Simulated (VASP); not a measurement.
The system is KZnF3.

```
K Zn F
1.0
     4.38746    0.00000    0.00000
     0.00052    4.38925    0.00000
     0.00335    0.00031    4.38991
K Zn F
1 1 3
Cartesian
  4.3496 0.0115 0.0261
  2.1408 2.2035 2.2165
  2.1329 4.3887 2.2066
  4.3336 2.1746 2.1724
  2.1422 2.1953 0.0071
```

The cell was generated, and may not be a known phase.

- Program: VASP 6.6.1
- Task: relaxation of cell and atoms
- Functional: PBE
- Potentials or basis: VASP PAW PBE potentials, release 64 (K_sv, Zn, F)
- Cutoff: 600 eV
- k mesh: 3 × 3 × 3
- Occupations: gaussian, width 0.15 eV
- Spin: no spin polarisation

At the start: pressure -8.4 GPa; volume 16.91 Å³/atom.

Task: Where does the relaxation end?

Result: Over 5 steps the energy falls by 89.2 meV/atom and the volume is 14.08 Å³/atom (-16.8 %); space group R3m (No. 160, to 0.1 Å) before and after.

The path:
```
step  energy change (eV)  largest force (eV/Å)  pressure (GPa)  volume (Å³)
   1              0.0000                0.0587           -8.44        84.54
   2             -0.4062                0.0700           -3.24        74.10
   3             -0.4452                0.0876           -0.30        70.71
   4             -0.4455                0.0894            0.02        70.39
   5             -0.4462                0.0508            0.03        70.38
```

Final structure:
```yaml
crystal:
  lattice:
    - [4.12734, -0.00015, -0.00073]
    - [0.00035, 4.12905, 0.00006]
    - [0.00242, 0.00035, 4.12970]
  atoms:
    - { symbol: K, position: [0.99098, 0.00255, 0.00583] }
    - { symbol: Zn, position: [0.48771, 0.50109, 0.50358] }
    - { symbol: F, position: [0.48587, 0.99982, 0.50278] }
    - { symbol: F, position: [0.98736, 0.49626, 0.49614] }
    - { symbol: F, position: [0.48807, 0.50029, 0.00167] }
```

Caveat: the k points lie up to 0.51 Å⁻¹ apart in the final cell; the volume moved by over 15 % at a fixed basis, so the end points are rough; the relaxation stopped at a loose force limit of 0.08 eV/Å, so its end isn't a converged minimum.
